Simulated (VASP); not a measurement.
# SiGeO4 (P1) in VASP: notebook

SiGeO4 is run at these levels: PBEsol, PBE; tasks: single point.

Program: VASP 6.6.1. These are calculated values, not measurements. Logs are shortened: lines on timing, memory, paths and dates and some standing lists are left out, and cuts for length are marked.

### 1 The cell of the first run

The typed cell holds 12 atoms: a = 4.297 Å, b = 4.297 Å, c = 5.538 Å, α = 90.00°, β = 90.00°, γ = 90.00°.

### 2 Single point, PBEsol

INCAR

```
PREC     = Accurate       # precision mode
ENCUT    = 600            # plane-wave cutoff, eV
EDIFF    = 1E-6           # SCF threshold, eV
ISMEAR   = 0              # smearing method
SIGMA    = 0.01           # smearing width, eV
LREAL    = False          # projectors in reciprocal space
LASPH    = True           # aspherical terms in the spheres
NELM     = 120            # most SCF steps
ALGO     = Normal         # electronic algorithm
ISIF     = 2              # what is computed and relaxed
LWAVE    = False          # write WAVECAR
LCHARG   = False          # write CHGCAR
GGA      = PS             # functional
NBANDS   = 54             # bands
GGA_COMPAT= False
```

KPOINTS

```
regular mesh
0
Gamma
  1 1 1
```

POSCAR

```
SiGeO4
1.0
    4.2971250000      0.0000000000      0.0000000000
    0.0000000000      4.2971250000      0.0000000000
    0.0000000000      0.0000000000      5.5381150000
Si Ge O
2 2 8
Direct
    0.0004660000      0.0096240000      0.0043320000
    0.4965450000      0.4841340000      0.7517470000
    0.0008400000      0.9921990000      0.5006660000
    0.4979930000      0.5110110000      0.2569350000
    0.2919630000      0.3050600000      0.9935740000
    0.3042690000      0.3023710000      0.5173930000
    0.6937620000      0.6887220000      0.0028600000
    0.7128600000      0.6970780000      0.5046840000
    0.1903150000      0.8023460000      0.2421490000
    0.1989640000      0.8159880000      0.7604020000
    0.8084460000      0.1965640000      0.2511500000
    0.8147250000      0.1943850000      0.7593910000
```

Potentials or basis: VASP PAW PBE potentials, release 64 (Si, Ge_d, O).

Command:

```bash
$ cat potpaw_PBE.64/Si/POTCAR potpaw_PBE.64/Ge_d/POTCAR potpaw_PBE.64/O/POTCAR > POTCAR
$ mpirun -np 1 vasp_gam > vasp.out
```

OUTCAR:

```text
PREC = Accurate
   ENCUT = 600
   EDIFF = 1E-6
   ISMEAR = 0
   LREAL = False
   LASPH = True
   NELM = 120
   ISIF = 2
   GGA = PS

 ion  position               nearest neighbor table
   1  0.000  0.010  0.004-  12 1.76   5 1.78   9 1.79  11 1.79  10 1.80   7 1.91   3 2.75   3 2.79

   2  0.497  0.484  0.752-   6 1.73   5 1.78  12 1.85   7 1.85   8 1.89  10 1.92   4 2.74   4 2.80

   3  0.001  0.992  0.501-   8 1.77  11 1.83  10 1.84   9 1.84  12 1.86   6 1.87   1 2.75   1 2.79

   4  0.498  0.511  0.257-   7 1.81   9 1.82   8 1.84   6 1.89  11 1.90   5 1.92   2 2.74   2 2.80

   5  0.292  0.305  0.994-   2 1.78   1 1.78   4 1.92
   6  0.304  0.302  0.517-   2 1.73   3 1.87   4 1.89
   7  0.694  0.689  0.003-   4 1.81   2 1.85   1 1.91
   8  0.713  0.697  0.505-   3 1.77   4 1.84   2 1.89
   9  0.190  0.802  0.242-   1 1.79   4 1.82   3 1.84
  10  0.199  0.816  0.760-   1 1.80   3 1.84   2 1.92
  11  0.808  0.197  0.251-   1 1.79   3 1.83   4 1.90
  12  0.815  0.194  0.759-   1 1.76   2 1.85   3 1.86

  LATTYP: Found a simple tetragonal cell.
 ALAT       =     4.2971250000
 C/A-ratio  =     1.2887954155

  Lattice vectors:

 A1 = (   4.2971250000,   0.0000000000,   0.0000000000)
 A2 = (   0.0000000000,   4.2971250000,   0.0000000000)
 A3 = (   0.0000000000,   0.0000000000,   5.5381150000)

Analysis of symmetry for initial positions (statically):
=====================================================================
 Subroutine PRICEL returns:
 Original cell was already a primitive cell.

 Routine SETGRP: Setting up the symmetry group for a
 simple tetragonal supercell.

 Subroutine GETGRP returns: Found  1 space group operations
 (whereof  1 operations were pure point group operations)
 out of a pool of 16 trial point group operations.

The static configuration has the point symmetry C_1 .

Analysis of symmetry for dynamics (positions and initial velocities):
=====================================================================
 Subroutine PRICEL returns:
 Original cell was already a primitive cell.

 Routine SETGRP: Setting up the symmetry group for a
 simple tetragonal supercell.

 Subroutine GETGRP returns: Found  1 space group operations
 (whereof  1 operations were pure point group operations)
 out of a pool of 16 trial point group operations.

The dynamic configuration has the point symmetry C_1 .

 Subroutine INISYM returns: Found  1 space group operations
 (whereof  1 operations are pure point group operations),
 and found     1 'primitive' translations

----------------------------------------------------------------------------------------

                                     Primitive cell

  volume of cell :     102.2629

  direct lattice vectors                    reciprocal lattice vectors
     4.297125000  0.000000000  0.000000000     0.232713733  0.000000000  0.000000000
     0.000000000  4.297125000  0.000000000     0.000000000  0.232713733  0.000000000
     0.000000000  0.000000000  5.538115000     0.000000000  0.000000000  0.180566854

  length of vectors
     4.297125000  4.297125000  5.538115000     0.232713733  0.232713733  0.180566854

  position of ions in fractional coordinates (direct lattice)
     0.000466000  0.009624000  0.004332000
     0.496545000  0.484134000  0.751747000
     0.000840000  0.992199000  0.500666000
     0.497993000  0.511011000  0.256935000
     0.291963000  0.305060000  0.993574000
     0.304269000  0.302371000  0.517393000
     0.693762000  0.688722000  0.002860000
     0.712860000  0.697078000  0.504684000
     0.190315000  0.802346000  0.242149000
     0.198964000  0.815988000  0.760402000
     0.808446000  0.196564000  0.251150000
     0.814725000  0.194385000  0.759391000

  ion indices of the primitive-cell ions
   primitive index   ion index
                 1           1
                 2           2
                 3           3
                 4           4
                 5           5
                 6           6
                 7           7
                 8           8
                 9           9
                10          10
                11          11
                12          12

----------------------------------------------------------------------------------------

 KPOINTS: regular mesh

Automatic generation of k-mesh.
 Grid dimensions read from file:
 generate k-points for:    1    1    1

 Generating k-lattice:

  Cartesian coordinates                     Fractional coordinates (reciprocal lattice)
     0.232713733  0.000000000  0.000000000     1.000000000  0.000000000  0.000000000
     0.000000000  0.232713733  0.000000000     0.000000000  1.000000000  0.000000000
     0.000000000  0.000000000  0.180566854     0.000000000  0.000000000  1.000000000

  Length of vectors
     0.232713733  0.232713733  0.180566854

  Shift w.r.t. Gamma in fractional coordinates (k-lattice)
     0.000000000  0.000000000  0.000000000

 Subroutine IBZKPT returns following result:
 ===========================================

 Found      1 irreducible k-points:

 Following reciprocal coordinates:
            Coordinates               Weight
  0.000000  0.000000  0.000000      1.000000
   k-points           NKPTS =      1   k-points in BZ     NKDIM =      1   number of bands    NBANDS=     54
   number of dos      NEDOS =    301   number of ions     NIONS =     12
   total plane-waves  NPLWV =  62208
   dimension x,y,z NGX =    36 NGY =   36 NGZ =   48
   dimension x,y,z NGXF=    72 NGYF=   72 NGZF=   96
   ions per type =               2   2   8
   NGX,Y,Z   is equivalent  to a cutoff of  13.93, 13.93, 14.41 a.u.
   NGXF,Y,Z  is equivalent  to a cutoff of  27.86, 27.86, 28.82 a.u.
 SYSTEM =  unknown system
   PREC   = accura    normal or accurate (medium, high low for compatibility)
   ISTART =      0    job   : 0-new  1-cont  2-samecut
   ICHARG =      2    charge: 1-file 2-atom 10-const
   ISPIN  =      1    spin polarized calculation?
   LNONCOLLINEAR =      F non collinear calculations
   LSORBIT =      F    spin-orbit coupling
   LASPH  =      T    aspherical Exc in radial PAW
   ENCUT  =  600.0 eV  44.10 Ry    6.64 a.u.   8.58  8.58 11.06*2*pi/ulx,y,z
   NELM   =    120;   NELMIN=  2; NELMDL= -5     # of ELM steps
   EDIFF  = 0.1E-05   stopping-criterion for ELM
   LREAL  =      F    real-space projection
   EDIFFG = 0.1E-04   stopping-criterion for IOM
   NSW    =      0    number of steps for IOM
   IBRION =     -1    ionic relax: 0-MD 1-quasi-New 2-CG
   NFREE  =      0    steps in history (QN), initial steepest desc. (CG)
   ISIF   =      2    stress and relaxation
   ISYM   =      2    0-nonsym 1-usesym 2-fastsym
   POTIM  = 0.5000    time-step for ionic-motion
   TEBEG  =    0.0;   TEEND  =   0.0 temperature during run
   PSTRESS=    0.0 pullay stress
   NELECT =      84.0000    total number of electrons
   NUPDOWN=      -1.0000    fix difference up-down
   EMIN   =  10.00;   EMAX   =-10.00  energy-range for DOS
   EFERMI =   0.00;   METHOD = LEGACY
   ISMEAR =     0;   SIGMA  =   0.01  broadening in eV -4-tet -1-fermi 0-gaus
   EFERMI_NEDOS =   21; number of points for ismear=-14 and -15
   IALGO  =     38    algorithm
   IMIX   =      4    mixing-type and parameters
     AMIX     =   0.40;   BMIX     =  1.00
     AMIX_MAG =   1.60;   BMIX_MAG =  1.00
  volume/ion in A,a.u.               =       8.52        57.51
  Fermi-wavevector in a.u.,A,eV,Ry     =   1.533188  2.897304 31.982725  2.350664
  Thomas-Fermi vector in A             =   2.640289
   LORBIT       =      0    0 simple, 1 ext, 2 COOP (PROOUT), +10 PAW based schemes
   GGA     = PS    functional components
   LHFCALC =     F    Hartree Fock is set to
   AEXX    =    0.0000 exact exchange contribution
   IVDW    =     0    specifies the selected vdW correction
   LEPSILON=     F    determine dielectric tensor
   LRPA    =     F    only Hartree local field effects (RPA)
 non-spin polarized calculation
 Gauss-broadening in eV      SIGMA  =   0.01
  energy-cutoff  :      600.00
  volume of cell :      102.26
 maximum number of plane-waves:      1696
 NGX is ok and might be reduce to    36
   NGX = 17   NGY = 17   NGZ = 23

 number of electron      84.0000003 magnetization

 Free energy of the ion-electron system (eV)
  ---------------------------------------------------
  ext. energy  EPLUGINS =         0.00000000
  ---------------------------------------------------
  free energy    TOTEN  =       -88.55248087 eV

  energy without entropy =      -88.55248087  energy(sigma->0) =      -88.55248087

 E-fermi :   7.0358     XC(G=0): -12.5102

 val. band max:        6.9849538992   @ k =   0.0000   0.0000   0.0000
 cond. band min:      10.1630962405   @ k =   0.0000   0.0000   0.0000
 fundamental gap:      3.1781423413
 Fermi energy:         7.0357784602

 k-point     1 :       0.0000    0.0000    0.0000
  band No.  band energies     occupation
      1     -17.6990      2.00000
      2     -17.6156      2.00000
      3     -17.4669      2.00000
      4     -17.4444      2.00000
      5     -17.3571      2.00000
      6     -17.3130      2.00000
[... 46 lines left out ...]
     53      18.8737      0.00000
     54      19.1911      0.00000

------------------------ aborting loop because EDIFF is reached ----------------------------------------

  FORCE on cell =-STRESS in cart. coord.  units (eV):
  Direction    XX          YY          ZZ          XY          YZ          ZX
  --------------------------------------------------------------------------------------
  -------------------------------------------------------------------------------------
  Total       -4.7126918     -4.4817107      3.0049235      0.2426933     -0.0543530      0.4968221
  in kB      -73.8348977    -70.2160594     47.0788728      3.8023357     -0.8515624      7.7838340
  external PRESSURE =     -32.3240281 kB  Pullay stress =       0.0000000 kB

 VOLUME and BASIS-vectors are now :
 -----------------------------------------------------------------------------
  energy-cutoff  :      600.00
  volume of cell :      102.26
      direct lattice vectors                 reciprocal lattice vectors
     4.297125000  0.000000000  0.000000000     0.232713733  0.000000000  0.000000000
     0.000000000  4.297125000  0.000000000     0.000000000  0.232713733  0.000000000
     0.000000000  0.000000000  5.538115000     0.000000000  0.000000000  0.180566854

 POSITION                                       TOTAL-FORCE (eV/Angst)
 -----------------------------------------------------------------------------------
      0.00200      0.04136      0.02399        -0.108278     -0.612454     -0.843804
      2.13372      2.08038      4.16326         0.682748      1.148709      1.547984
      0.00361      4.26360      2.77275         0.450088      0.757097      1.010137
      2.13994      2.19588      1.42294         0.175740     -1.003713     -0.977457
      1.25460      1.31088      5.50253         0.542738      0.022083      0.741412
      1.30748      1.29933      2.86538         1.193099      1.239097     -1.061351
      2.98118      2.95952      0.01584         0.453897      0.519416     -1.505954
      3.06325      2.99543      2.79500        -2.498203     -2.135952      1.248435
      0.81781      3.44778      1.34105        -0.381448      0.929624      0.139216
      0.85497      3.50640      4.21119         0.853577     -1.336330      0.145149
      3.47399      0.84466      1.39090         0.274061     -0.407563     -0.828631
      3.50098      0.83530      4.20559        -1.638019      0.879983      0.384863
 -----------------------------------------------------------------------------------
    total drift:                               -0.000026      0.000097     -0.000096

  FREE ENERGIE OF THE ION-ELECTRON SYSTEM (eV)
  ---------------------------------------------------
  free  energy   TOTEN  =       -88.5524808717 eV

  energy  without entropy=      -88.5524808717  energy(sigma->0) =      -88.55248087
```

Wall time 16 s (1 thread of Intel Xeon 6975P-C (Granite Rapids), shared host); peak memory 0.22 GiB.

What came out:

* Free energy: -88.5525 eV
* Pressure: -3.2 GPa
* Largest force: 3.516 eV/Å
* Band gap on the k mesh: 3.18 eV

Forces in eV/Å, atoms in the order of the input:
```
Si  -0.108 -0.612 -0.844
Si   0.683  1.149  1.548
Ge   0.450  0.757  1.010
Ge   0.176 -1.004 -0.977
O    0.543  0.022  0.741
O    1.193  1.239 -1.061
O    0.454  0.519 -1.506
O   -2.498 -2.136  1.248
O   -0.381  0.930  0.139
O    0.854 -1.336  0.145
O    0.274 -0.408 -0.829
O   -1.638  0.880  0.385
```

Caveat: the k points lie up to 1.46 Å⁻¹ apart; the PAW data sets were made with another functional, which shifts forces and pressure a little. A k mesh can miss the band edges.

(Part 1 of 2 ends here.)
